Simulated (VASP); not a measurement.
A run of VASP 6.6.1 is set up as follows.

POSCAR

```
Mg3PbO4
1.0
    5.4823230414      0.0000000000     -0.1497320352
    0.0000000000      3.3405793531      0.0000000000
   -0.1645094107      0.0000000000      6.0018756360
Mg Pb O
3 1 4
Direct
    0.5098273598      0.5000000000      0.1651938104
   -0.0062573681      0.5000000000      0.8565620564
    0.0121665482      0.0000000000      0.3325652568
    0.5070649021      0.0000000000      0.6443169489
    0.0243788667      0.0000000000      0.6761677938
    0.1437080982      0.5000000000      0.1774118727
    0.6349435048      0.5000000000      0.8697758803
    0.6577670884      0.0000000000      0.2780073806
```

INCAR.step1

```
SYSTEM = Mg3PbO4
ALGO = Normal
EDIFF = 1E-4
ENCUT = 520
GGA = PE
ISMEAR = -1
LASPH = .TRUE.
LCHARG = .FALSE.
LREAL = .FALSE.
LUSENCCL = .FALSE.
LWAVE = .TRUE.
NBANDS = 32
NELM = 100
PREC = Accurate
SIGMA = 0.03
```

File INCAR.step2:

```
SYSTEM = Mg3PbO4
ALGO = Normal
BPARAM = 11.95
CPARAM = 0.0093
EDIFF = 1E-6
ENCUT = 520
ISIF = 2
ISMEAR = -1
ISTART = 1
IVDW_NL = 2
LASPH = .TRUE.
LCHARG = .FALSE.
LMIXTAU = .TRUE.
LREAL = .FALSE.
LUSENCCL = .FALSE.
LUSE_VDW = .TRUE.
LWAVE = .FALSE.
METAGGA = R2SCAN
NBANDS = 32
NELM = 100
PREC = Accurate
SIGMA = 0.03
```

File KPOINTS:

```
k-points
0
G
  6 8 6
  0 0 0
```

Potentials or basis: VASP PAW PBE potentials, release 64 (Mg, Pb_d, O).

Launch:

```console
$ cat potpaw_PBE.64/Mg/POTCAR potpaw_PBE.64/Pb_d/POTCAR potpaw_PBE.64/O/POTCAR > POTCAR
$ cp INCAR.step1 INCAR
$ mpirun -np 1 vasp_std > vasp.out
$ cp INCAR.step2 INCAR
$ mpirun -np 1 vasp_std > vasp.out
```

Q: What does it give for the band gap on the k mesh?

A: 1.81 eV (least direct gap 2.29 eV).

Q: Predict the pressure.

A: -0.1 GPa.

Q: Predict the largest force.

A: 0.110 eV/Å.

Stress tensor (GPa, compression positive):
```
-0.24  0.00  0.02
 0.00 -0.11  0.00
 0.02  0.00 -0.09
```

Caveat: the PAW data sets were made with another functional, which shifts forces and pressure a little; spin-orbit coupling is left out, which moves the levels of the heavy elements. A k mesh can miss the band edges.
